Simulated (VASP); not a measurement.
# Al3GaIr (Pm-3m) in VASP: further runs, part 2 of 2

VASP 6.6.1. Earlier steps stand in the parts before.

### Step 6. Relaxation of cell and atoms, PBE

This run uses another cell than the first one, of 21.61 Å³/atom.

Contents of INCAR:

```
SYSTEM = Al3GaIr
ALGO     = Normal         ! electronic algorithm
EDIFF    = 1E-7           ! SCF threshold, eV
EDIFFG   = -0.01          ! ionic threshold
ENCUT    = 600            ! plane-wave cutoff, eV
GGA      = PE             ! functional
IBRION   = 2              ! ionic algorithm
ISIF     = 3              ! what is computed and relaxed
ISMEAR   = 0              ! smearing method
LASPH    = .True.         ! aspherical terms in the spheres
LCHARG   = .False.        ! write CHGCAR
LREAL    = .False.        ! projectors in reciprocal space
LWAVE    = .False.        ! write WAVECAR
NELM     = 100            ! most SCF steps
NSW      = 100            ! ionic steps
PREC     = Accurate       ! precision mode
SIGMA    = 0.1            ! smearing width, eV
```

Contents of KPOINTS:

```
k-points
0
Gamma
  8 8 8
  0 0 0
```

Contents of POSCAR:

```
Al3GaIr
1.0
    4.7630394220      0.0000000000      0.0000000000
    0.0000000000      4.7630394220      0.0000000000
    0.0000000000      0.0000000000      4.7630394220
Al Ga Ir
3 1 1
Direct
    0.5000000000      0.0000000000      0.0000000000
    0.0000000000      0.5000000000      0.0000000000
    0.0000000000      0.0000000000      0.5000000000
    0.5000000000      0.5000000000      0.5000000000
    0.0000000000      0.0000000000      0.0000000000
```

Potentials or basis: VASP PAW PBE potentials, release 64 (Al, Ga_d, Ir).

On the command line:

```console
$ cat potpaw_PBE.64/Al/POTCAR potpaw_PBE.64/Ga_d/POTCAR potpaw_PBE.64/Ir/POTCAR > POTCAR
$ mpirun -np 1 vasp_std > vasp.out
```

OUTCAR:

```text
SYSTEM = Al3GaIr
   EDIFF = 1E-7
   EDIFFG = -0.01
   ENCUT = 600
   GGA = PE
   IBRION = 2
   ISIF = 3
   ISMEAR = 0
   LASPH = .True.
   LREAL = .False.
   NELM = 100
   NSW = 100
   PREC = Accurate

 ion  position               nearest neighbor table
   1  0.500  0.000  0.000-   5 2.38   5 2.38
   2  0.000  0.500  0.000-   5 2.38   5 2.38
   3  0.000  0.000  0.500-   5 2.38   5 2.38
   4  0.500  0.500  0.500-
   5  0.000  0.000  0.000-   1 2.38   2 2.38   3 2.38   3 2.38   2 2.38   1 2.38

  LATTYP: Found a simple cubic cell.
 ALAT       =     4.7630394220

  Lattice vectors:

 A1 = (   4.7630394220,   0.0000000000,   0.0000000000)
 A2 = (   0.0000000000,   4.7630394220,   0.0000000000)
 A3 = (   0.0000000000,   0.0000000000,   4.7630394220)

Analysis of symmetry for initial positions (statically):
=====================================================================
 Subroutine PRICEL returns:
 Original cell was already a primitive cell.

 Routine SETGRP: Setting up the symmetry group for a
 simple cubic supercell.

 Subroutine GETGRP returns: Found 48 space group operations
 (whereof 48 operations were pure point group operations)
 out of a pool of 48 trial point group operations.

The static configuration has the point symmetry O_h .

Analysis of symmetry for dynamics (positions and initial velocities):
=====================================================================
 Subroutine PRICEL returns:
 Original cell was already a primitive cell.

 Routine SETGRP: Setting up the symmetry group for a
 simple cubic supercell.

 Subroutine GETGRP returns: Found 48 space group operations
 (whereof 48 operations were pure point group operations)
 out of a pool of 48 trial point group operations.

The dynamic configuration has the point symmetry O_h .

 Subroutine INISYM returns: Found 48 space group operations
 (whereof 48 operations are pure point group operations),
 and found     1 'primitive' translations

----------------------------------------------------------------------------------------

                                     Primitive cell

  volume of cell :     108.0569

  direct lattice vectors                    reciprocal lattice vectors
     4.763039422  0.000000000  0.000000000     0.209949973  0.000000000  0.000000000
     0.000000000  4.763039422  0.000000000     0.000000000  0.209949973  0.000000000
     0.000000000  0.000000000  4.763039422     0.000000000  0.000000000  0.209949973

  length of vectors
     4.763039422  4.763039422  4.763039422     0.209949973  0.209949973  0.209949973

  position of ions in fractional coordinates (direct lattice)
     0.500000000  0.000000000  0.000000000
     0.000000000  0.500000000  0.000000000
     0.000000000  0.000000000  0.500000000
     0.500000000  0.500000000  0.500000000
     0.000000000  0.000000000  0.000000000

  ion indices of the primitive-cell ions
   primitive index   ion index
                 1           1
                 2           2
                 3           3
                 4           4
                 5           5

[... 32 lines left out ...]
  0.500000  0.000000  0.000000      3.000000
  0.125000  0.125000  0.000000     12.000000
[... 16 lines left out ...]
  0.375000  0.375000  0.125000     24.000000
  0.500000  0.375000  0.125000     24.000000
 [... further k-points ...]
   k-points           NKPTS =     35   k-points in BZ     NKDIM =     35   number of bands    NBANDS=     19
   number of dos      NEDOS =    301   number of ions     NIONS =      5
   total plane-waves  NPLWV =  64000
   dimension x,y,z NGX =    40 NGY =   40 NGZ =   40
   dimension x,y,z NGXF=    80 NGYF=   80 NGZF=   80
   ions per type =               3   1   1
   NGX,Y,Z   is equivalent  to a cutoff of  13.96, 13.96, 13.96 a.u.
   NGXF,Y,Z  is equivalent  to a cutoff of  27.92, 27.92, 27.92 a.u.
 SYSTEM =  Al3GaIr
   PREC   = accura    normal or accurate (medium, high low for compatibility)
   ISTART =      0    job   : 0-new  1-cont  2-samecut
   ICHARG =      2    charge: 1-file 2-atom 10-const
   ISPIN  =      1    spin polarized calculation?
   LNONCOLLINEAR =      F non collinear calculations
   LSORBIT =      F    spin-orbit coupling
   LASPH  =      T    aspherical Exc in radial PAW
   ENCUT  =  600.0 eV  44.10 Ry    6.64 a.u.   9.51  9.51  9.51*2*pi/ulx,y,z
   NELM   =    100;   NELMIN=  2; NELMDL= -5     # of ELM steps
   EDIFF  = 0.1E-06   stopping-criterion for ELM
   LREAL  =      F    real-space projection
   EDIFFG = -.1E-01   stopping-criterion for IOM
   NSW    =    100    number of steps for IOM
   IBRION =      2    ionic relax: 0-MD 1-quasi-New 2-CG
   NFREE  =      1    steps in history (QN), initial steepest desc. (CG)
   ISIF   =      3    stress and relaxation
   ISYM   =      2    0-nonsym 1-usesym 2-fastsym
   POTIM  = 0.5000    time-step for ionic-motion
   TEBEG  =    0.0;   TEEND  =   0.0 temperature during run
   PSTRESS=    0.0 pullay stress
   NELECT =      31.0000    total number of electrons
   NUPDOWN=      -1.0000    fix difference up-down
   EMIN   =  10.00;   EMAX   =-10.00  energy-range for DOS
   EFERMI =   0.00;   METHOD = LEGACY
   ISMEAR =     0;   SIGMA  =   0.10  broadening in eV -4-tet -1-fermi 0-gaus
   EFERMI_NEDOS =   21; number of points for ismear=-14 and -15
   IALGO  =     38    algorithm
   IMIX   =      4    mixing-type and parameters
     AMIX     =   0.40;   BMIX     =  1.00
     AMIX_MAG =   1.60;   BMIX_MAG =  1.00
  volume/ion in A,a.u.               =      21.61       145.84
  Fermi-wavevector in a.u.,A,eV,Ry     =   1.079720  2.040375 15.861613  1.165796
  Thomas-Fermi vector in A             =   2.215693
   LORBIT       =      0    0 simple, 1 ext, 2 COOP (PROOUT), +10 PAW based schemes
   GGA     = PE    functional components
   LHFCALC =     F    Hartree Fock is set to
   AEXX    =    0.0000 exact exchange contribution
   IVDW    =     0    specifies the selected vdW correction
   LEPSILON=     F    determine dielectric tensor
   LRPA    =     F    only Hartree local field effects (RPA)
 conjugate gradient relaxation of ions
 non-spin polarized calculation
 Gauss-broadening in eV      SIGMA  =   0.10
  energy-cutoff  :      600.00
  volume of cell :      108.06
 maximum number of plane-waves:      3695
 NGX is ok and might be reduce to    40
   NGX = 19   NGY = 19   NGZ = 19

--------------------------------------- Ionic step        1  -------------------------------------------

 number of electron      31.0000012 magnetization

 Free energy of the ion-electron system (eV)
  ---------------------------------------------------
  ext. energy  EPLUGINS =         0.00000000
  ---------------------------------------------------
  free energy    TOTEN  =       -23.67115127 eV

  energy without entropy =      -23.65809432  energy(sigma->0) =      -23.66462280

------------------------ aborting loop because EDIFF is reached ----------------------------------------

  FORCE on cell =-STRESS in cart. coord.  units (eV):
  Direction    XX          YY          ZZ          XY          YZ          ZX
  --------------------------------------------------------------------------------------
  -------------------------------------------------------------------------------------
  Total        0.1809731      0.1809731      0.1809731     -0.0000000     -0.0000000      0.0000000
  in kB        2.6833181      2.6833181      2.6833181     -0.0000000     -0.0000000      0.0000000
  external PRESSURE =       2.6833181 kB  Pullay stress =       0.0000000 kB
[... 65 lines left out ...]
--------------------------------------- Ionic step        3  -------------------------------------------

 number of electron      31.0000013 magnetization

 Free energy of the ion-electron system (eV)
  ---------------------------------------------------
  ext. energy  EPLUGINS =         0.00000000
  ---------------------------------------------------
  free energy    TOTEN  =       -23.67144707 eV

  energy without entropy =      -23.65837828  energy(sigma->0) =      -23.66491267

 E-fermi :   5.3788     XC(G=0):  -9.6710

 val. band max:        5.3725969462   @ k =   0.2500   0.2500   0.0000
 cond. band min:       5.4647353773   @ k =   0.3750   0.2500   0.1250
 fundamental gap:      0.0921384311
 Fermi energy:         5.3788213476

 k-point     1 :       0.0000    0.0000    0.0000
  band No.  band energies     occupation
      1      -9.9463      2.00000
      2      -9.9463      2.00000
      3      -9.9415      2.00000
      4      -9.9415      2.00000
      5      -9.9415      2.00000
      6      -4.1545      2.00000
[... 505 lines left out ...]
      6      -1.8508      2.00000
[... 11 lines left out ...]
     18       6.1987      0.00000
     19       8.1415      0.00000

 [... further k-points ...]

------------------------ aborting loop because EDIFF is reached ----------------------------------------

  FORCE on cell =-STRESS in cart. coord.  units (eV):
  Direction    XX          YY          ZZ          XY          YZ          ZX
  --------------------------------------------------------------------------------------
  -------------------------------------------------------------------------------------
  Total        0.0048946      0.0048946      0.0048946     -0.0000000     -0.0000000      0.0000000
  in kB        0.0723341      0.0723341      0.0723341     -0.0000000     -0.0000000      0.0000000
  external PRESSURE =       0.0723341 kB  Pullay stress =       0.0000000 kB
[... 20 lines left out ...]
  FREE ENERGIE OF THE ION-ELECTRON SYSTEM (eV)
  ---------------------------------------------------
  free  energy   TOTEN  =       -23.6714470667 eV

  energy  without entropy=      -23.6583782818  energy(sigma->0) =      -23.66491267

 reached required accuracy - stopping structural energy minimisation
```

Wall time 1.8 min (1 thread of Intel Xeon Platinum 8488C (Sapphire Rapids), shared host); peak memory 0.32 GiB.

Results:

| Quantity | Value |
| --- | --- |
| Free energy | -23.6714 eV |
| Relaxed volume | 21.68 Å³/atom |
| Relaxed cell | a = 4.768 Å, b = 4.768 Å, c = 4.768 Å, α = 90.00°, β = 90.00°, γ = 90.00° |
| Space group after relaxing (to 0.1 Å) | Pm-3m (No. 221) |
| Energy gained by relaxing | 0.1 meV/atom |
| Ionic steps | 3 |
| Pressure after relaxing | 0.0 GPa |
| Band gap on the k mesh | zero (an odd number of electrons rules out a gap without spin polarisation) |

The path:
```
step  energy change (eV)  largest force (eV/Å)  pressure (GPa)  volume (Å³)
   1              0.0000                0.0000            0.27       108.06
   2             -0.0002                0.0000           -0.15       108.62
   3             -0.0003                0.0000            0.01       108.41
```

Final structure:
```
Al Ga Ir
1.0
     4.76828    0.00000    0.00000
     0.00000    4.76828    0.00000
     0.00000    0.00000    4.76828
Al Ga Ir
3 1 1
Direct
  0.50000 0.00000 0.00000
  0.00000 0.50000 0.00000
  0.00000 0.00000 0.50000
  0.50000 0.50000 0.50000
  0.00000 0.00000 0.00000
```

Caveat: spin-orbit coupling is left out, which moves the levels of the heavy elements.

### Step 7. The runs side by side

| task | cell | k mesh | cutoff (eV) | gap on the mesh (eV) | pressure (GPa) | relaxed volume (Å³/atom) |
| --- | --- | --- | --- | --- | --- | --- |
| single point | a = 4.211 Å, 5 atoms | 4 × 4 × 4 | 520 | none | 62.1 | - |
| single point | a = 4.763 Å, 5 atoms | 4 × 4 × 4 | 520 | none | 0.2 | - |
| relaxation of cell and atoms | relaxed from a = 4.211 Å, 5 atoms | 4 × 4 × 4 | 600 | none | 0.0 | 21.65 |
| single point | a = 4.769 Å, 5 atoms | 8 × 8 × 8 | 520 | none | 0.0 | - |
| relaxation of cell and atoms | relaxed from a = 4.763 Å, 5 atoms | 8 × 8 × 8 | 600 | none | 0.0 | 21.68 |

Alike in all rows: level PBE; potentials or basis VASP PAW PBE potentials, release 64 (Al, Ga_d, Ir); no spin polarisation; smearing gaussian 0.1 eV.

Caveats: some runs use coarse meshes; spin-orbit coupling is left out, which moves the levels of the heavy elements; the volume moved by over 15 % at a fixed basis, so the end points are rough (at least some runs).

Total energies depend on the potentials used, so only differences within one code and one set of settings carry meaning.

The gap in the log of VASP goes by the Fermi energy; the results here count the filled bands.